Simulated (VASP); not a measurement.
# ZnSe (qlda) (F-43m) in VASP: single point with LDA

Aim: the single point of ZnSe (qlda) with LDA.

Program: VASP 6.6.1. These are calculated values, not measurements. Logs are shortened: lines on timing, memory, paths and dates and some standing lists are left out, and cuts for length are marked.

**1. The cell of the first run**

The structure is cubic, space group F-43m (No. 216). The conventional cell has a = 5.567 Å, b = 5.567 Å, c = 5.567 Å, α = 90.00°, β = 90.00°, γ = 90.00°. Within 3.2 Å of Zn (site symmetry -43m) lie 4 Se at 2.41 Å. Se (site symmetry -43m) has 4 Zn at 2.41 Å within 3.2 Å.

**2. Single point, LDA**

The input, INCAR:

```
SYSTEM = ZnSe
PREC     = Accurate       ! precision mode
ENCUT    = 500            ! plane-wave cutoff, eV
EDIFF    = 1E-6           ! SCF threshold, eV
ISMEAR   = 0              ! smearing method
SIGMA    = 0.02           ! smearing width, eV
LREAL    = .FALSE.        ! projectors in reciprocal space
LASPH    = .TRUE.         ! aspherical terms in the spheres
NELM     = 120            ! most SCF steps
ALGO     = Normal         ! electronic algorithm
ISIF     = 2              ! what is computed and relaxed
LWAVE    = .FALSE.        ! write WAVECAR
LCHARG   = .FALSE.        ! write CHGCAR
GGA      = CA             ! functional
NBANDS   = 16             ! bands
GGA_COMPAT= .FALSE.
```

The input, KPOINTS:

```
Automatic mesh
0
G
  8 8 8
  0 0 0
```

The input, POSCAR:

```
ZnSe
1.0
    0.0000000000      2.7836740514      2.7836740514
    2.7836740514      0.0000000000      2.7836740514
    2.7836740514      2.7836740514      0.0000000000
Zn Se
1 1
Direct
    0.0000000000      0.0000000000      0.0000000000
    0.2500000000      0.2500000000      0.2500000000
```

Potentials or basis: VASP PAW LDA potentials, release 64 (Zn, Se).

Started as:

```console
$ cat potpaw_LDA.64/Zn/POTCAR potpaw_LDA.64/Se/POTCAR > POTCAR
$ mpirun -np 1 vasp_std > vasp.out
```

OUTCAR:

```text
SYSTEM = ZnSe
   PREC = Accurate
   ENCUT = 500
   EDIFF = 1E-6
   ISMEAR = 0
   LREAL = .FALSE.
   LASPH = .TRUE.
   NELM = 120
   ISIF = 2
   GGA = CA

 ion  position               nearest neighbor table
   1  0.000  0.000  0.000-   2 2.41   2 2.41   2 2.41   2 2.41
   2  0.250  0.250  0.250-   1 2.41   1 2.41   1 2.41   1 2.41

  LATTYP: Found a face centered cubic cell.
 ALAT       =     5.5673481028

  Lattice vectors:

 A1 = (   0.0000000000,   2.7836740514,   2.7836740514)
 A2 = (   2.7836740514,   0.0000000000,   2.7836740514)
 A3 = (   2.7836740514,   2.7836740514,   0.0000000000)

Analysis of symmetry for initial positions (statically):
=====================================================================
 Subroutine PRICEL returns:
 Original cell was already a primitive cell.

 Routine SETGRP: Setting up the symmetry group for a
 face centered cubic supercell.

 Subroutine GETGRP returns: Found 24 space group operations
 (whereof 24 operations were pure point group operations)
 out of a pool of 48 trial point group operations.

The static configuration has the point symmetry T_d .

Analysis of symmetry for dynamics (positions and initial velocities):
=====================================================================
 Subroutine PRICEL returns:
 Original cell was already a primitive cell.

 Routine SETGRP: Setting up the symmetry group for a
 face centered cubic supercell.

 Subroutine GETGRP returns: Found 24 space group operations
 (whereof 24 operations were pure point group operations)
 out of a pool of 48 trial point group operations.

The dynamic configuration has the point symmetry T_d .

 Subroutine INISYM returns: Found 24 space group operations
 (whereof 24 operations are pure point group operations),
 and found     1 'primitive' translations

----------------------------------------------------------------------------------------

                                     Primitive cell

  volume of cell :      43.1405

  direct lattice vectors                    reciprocal lattice vectors
     0.000000000  2.783674051  2.783674051    -0.179618731  0.179618731  0.179618731
     2.783674051  0.000000000  2.783674051     0.179618731 -0.179618731  0.179618731
     2.783674051  2.783674051  0.000000000     0.179618731  0.179618731 -0.179618731

  length of vectors
     3.936709597  3.936709597  3.936709597     0.311108768  0.311108768  0.311108768

  position of ions in fractional coordinates (direct lattice)
     0.000000000  0.000000000  0.000000000
     0.250000000  0.250000000  0.250000000

  ion indices of the primitive-cell ions
   primitive index   ion index
                 1           1
                 2           2

----------------------------------------------------------------------------------------

 KPOINTS: Automatic mesh

Automatic generation of k-mesh.
 Grid dimensions read from file:
 generate k-points for:    8    8    8

 Generating k-lattice:

  Cartesian coordinates                     Fractional coordinates (reciprocal lattice)
    -0.022452341  0.022452341  0.022452341     0.125000000  0.000000000  0.000000000
     0.022452341 -0.022452341  0.022452341     0.000000000  0.125000000  0.000000000
     0.022452341  0.022452341 -0.022452341     0.000000000  0.000000000  0.125000000

  Length of vectors
     0.038888596  0.038888596  0.038888596

  Shift w.r.t. Gamma in fractional coordinates (k-lattice)
     0.000000000  0.000000000  0.000000000

 Subroutine IBZKPT returns following result:
 ===========================================

 Found     29 irreducible k-points:

 Following reciprocal coordinates:
            Coordinates               Weight
  0.000000  0.000000  0.000000      1.000000
  0.125000  0.000000  0.000000      8.000000
  0.250000  0.000000  0.000000      8.000000
  0.375000  0.000000  0.000000      8.000000
  0.500000  0.000000  0.000000      4.000000
  0.125000  0.125000  0.000000      6.000000
[... 16 lines left out ...]
  0.500000  0.250000  0.125000     48.000000
 -0.375000  0.250000  0.125000     24.000000
 [... further k-points ...]
   k-points           NKPTS =     29   k-points in BZ     NKDIM =     29   number of bands    NBANDS=     16
   number of dos      NEDOS =    301   number of ions     NIONS =      2
   total plane-waves  NPLWV =  27000
   dimension x,y,z NGX =    30 NGY =   30 NGZ =   30
   dimension x,y,z NGXF=    60 NGYF=   60 NGZF=   60
   ions per type =               1   1
   NGX,Y,Z   is equivalent  to a cutoff of  12.67, 12.67, 12.67 a.u.
   NGXF,Y,Z  is equivalent  to a cutoff of  25.34, 25.34, 25.34 a.u.
 SYSTEM =  ZnSe
   PREC   = accura    normal or accurate (medium, high low for compatibility)
   ISTART =      0    job   : 0-new  1-cont  2-samecut
   ICHARG =      2    charge: 1-file 2-atom 10-const
   ISPIN  =      1    spin polarized calculation?
   LNONCOLLINEAR =      F non collinear calculations
   LSORBIT =      F    spin-orbit coupling
   LASPH  =      T    aspherical Exc in radial PAW
   ENCUT  =  500.0 eV  36.75 Ry    6.06 a.u.   7.18  7.18  7.18*2*pi/ulx,y,z
   NELM   =    120;   NELMIN=  2; NELMDL= -5     # of ELM steps
   EDIFF  = 0.1E-05   stopping-criterion for ELM
   LREAL  =      F    real-space projection
   EDIFFG = 0.1E-04   stopping-criterion for IOM
   NSW    =      0    number of steps for IOM
   IBRION =     -1    ionic relax: 0-MD 1-quasi-New 2-CG
   NFREE  =      0    steps in history (QN), initial steepest desc. (CG)
   ISIF   =      2    stress and relaxation
   ISYM   =      2    0-nonsym 1-usesym 2-fastsym
   POTIM  = 0.5000    time-step for ionic-motion
   TEBEG  =    0.0;   TEEND  =   0.0 temperature during run
   PSTRESS=    0.0 pullay stress
   NELECT =      18.0000    total number of electrons
   NUPDOWN=      -1.0000    fix difference up-down
   EMIN   =  10.00;   EMAX   =-10.00  energy-range for DOS
   EFERMI =   0.00;   METHOD = LEGACY
   ISMEAR =     0;   SIGMA  =   0.02  broadening in eV -4-tet -1-fermi 0-gaus
   EFERMI_NEDOS =   21; number of points for ismear=-14 and -15
   IALGO  =     38    algorithm
   IMIX   =      4    mixing-type and parameters
     AMIX     =   0.40;   BMIX     =  1.00
     AMIX_MAG =   1.60;   BMIX_MAG =  1.00
  volume/ion in A,a.u.               =      21.57       145.56
  Fermi-wavevector in a.u.,A,eV,Ry     =   1.223312  2.311725 20.361018  1.496493
  Thomas-Fermi vector in A             =   2.358428
   LORBIT       =      0    0 simple, 1 ext, 2 COOP (PROOUT), +10 PAW based schemes
   GGA     = CA    functional components
   LHFCALC =     F    Hartree Fock is set to
   AEXX    =    0.0000 exact exchange contribution
   IVDW    =     0    specifies the selected vdW correction
   LEPSILON=     F    determine dielectric tensor
   LRPA    =     F    only Hartree local field effects (RPA)
 non-spin polarized calculation
 Gauss-broadening in eV      SIGMA  =   0.02
  energy-cutoff  :      500.00
  volume of cell :       43.14
 maximum number of plane-waves:      1108
 NGX is ok and might be reduce to    30
   NGX = 15   NGY = 15   NGZ = 15

 number of electron      17.9999987 magnetization

 Free energy of the ion-electron system (eV)
  ---------------------------------------------------
  ext. energy  EPLUGINS =         0.00000000
  ---------------------------------------------------
  free energy    TOTEN  =        -7.37165830 eV

  energy without entropy =       -7.37165830  energy(sigma->0) =       -7.37165830

 E-fermi :   2.1092     XC(G=0):  -9.9384

 val. band max:        1.9929149606   @ k =   0.0000   0.0000   0.0000
 cond. band min:       3.2830703785   @ k =   0.0000   0.0000   0.0000
 fundamental gap:      1.2901554179
 Fermi energy:         2.1091989585

 k-point     1 :       0.0000    0.0000    0.0000
  band No.  band energies     occupation
      1     -11.6546      2.00000
      2      -4.8933      2.00000
      3      -4.8933      2.00000
      4      -4.8933      2.00000
      5      -4.4846      2.00000
      6      -4.4846      2.00000
[... 8 lines left out ...]
     15      13.5839      0.00000
     16      13.5839      0.00000

 k-point     2 :       0.1250    0.0000    0.0000
  band No.  band energies     occupation
      1     -11.5426      2.00000
      2      -4.8895      2.00000
      3      -4.8757      2.00000
      4      -4.8757      2.00000
      5      -4.4864      2.00000
      6      -4.4864      2.00000
[... 8 lines left out ...]
     15      12.6946      0.00000
     16      12.7397      0.00000

 k-point     3 :       0.2500    0.0000    0.0000
  band No.  band energies     occupation
      1     -11.2498      2.00000
      2      -4.8390      2.00000
      3      -4.8373      2.00000
      4      -4.8373      2.00000
      5      -4.4849      2.00000
      6      -4.4849      2.00000
[... 8 lines left out ...]
     15      12.4433      0.00000
     16      12.5642      0.00000

 k-point     4 :       0.3750    0.0000    0.0000
  band No.  band energies     occupation
      1     -10.9175      2.00000
      2      -4.8069      2.00000
      3      -4.8069      2.00000
      4      -4.6343      2.00000
      5      -4.4728      2.00000
      6      -4.4728      2.00000
[... 8 lines left out ...]
     15      13.6271      0.00000
     16      13.6271      0.00000
[... 324 lines left out ...]
 k-point    22 :       0.3750    0.2500    0.1250
  band No.  band energies     occupation
      1     -11.0198      2.00000
      2      -4.8602      2.00000
      3      -4.7821      2.00000
      4      -4.7555      2.00000
      5      -4.5024      2.00000
      6      -4.4566      2.00000
[... 8 lines left out ...]
     15      14.3654      0.00000
     16      15.5444      0.00000

 k-point    23 :       0.5000    0.2500    0.1250
  band No.  band energies     occupation
      1     -10.7412      2.00000
      2      -4.7943      2.00000
      3      -4.7560      2.00000
      4      -4.6222      2.00000
      5      -4.4720      2.00000
      6      -4.4154      2.00000
[... 8 lines left out ...]
     15      14.6836      0.00000
     16      15.7701      0.00000

 k-point    24 :      -0.3750    0.2500    0.1250
  band No.  band energies     occupation
      1     -10.6163      2.00000
      2      -4.7843      2.00000
      3      -4.7391      2.00000
      4      -4.5256      2.00000
      5      -4.4775      2.00000
      6      -4.2455      2.00000
[... 8 lines left out ...]
     15      14.7917      0.00000
     16      15.6727      0.00000

 [... further k-points ...]

------------------------ aborting loop because EDIFF is reached ----------------------------------------

  FORCE on cell =-STRESS in cart. coord.  units (eV):
  Direction    XX          YY          ZZ          XY          YZ          ZX
  --------------------------------------------------------------------------------------
  -------------------------------------------------------------------------------------
  Total        0.0998311      0.0998311      0.0998311      0.0000000     -0.0000000      0.0000000
  in kB        3.7075872      3.7075872      3.7075872      0.0000000     -0.0000000      0.0000000
  external PRESSURE =       3.7075872 kB  Pullay stress =       0.0000000 kB

 VOLUME and BASIS-vectors are now :
 -----------------------------------------------------------------------------
  energy-cutoff  :      500.00
  volume of cell :       43.14
      direct lattice vectors                 reciprocal lattice vectors
     0.000000000  2.783674051  2.783674051    -0.179618731  0.179618731  0.179618731
     2.783674051  0.000000000  2.783674051     0.179618731 -0.179618731  0.179618731
     2.783674051  2.783674051  0.000000000     0.179618731  0.179618731 -0.179618731

 POSITION                                       TOTAL-FORCE (eV/Angst)
 -----------------------------------------------------------------------------------
      0.00000      0.00000      0.00000        -0.000000     -0.000000     -0.000000
      1.39184      1.39184      1.39184         0.000000      0.000000      0.000000
 -----------------------------------------------------------------------------------
    total drift:                               -0.000000     -0.000000      0.000000

  FREE ENERGIE OF THE ION-ELECTRON SYSTEM (eV)
  ---------------------------------------------------
  free  energy   TOTEN  =        -7.3716582995 eV

  energy  without entropy=       -7.3716582995  energy(sigma->0) =       -7.37165830
```

It took 16 s on 1 thread of Intel Xeon Platinum 8375C at 2.90GHz (Ice Lake), shared host; peak memory 0.15 GiB.

Results:

| Quantity | Value |
| --- | --- |
| Free energy | -7.3717 eV |
| Pressure | 0.4 GPa |
| Band gap on the k mesh | 1.29 eV, direct |

As with any semilocal functional, this LDA gap is likely too small.
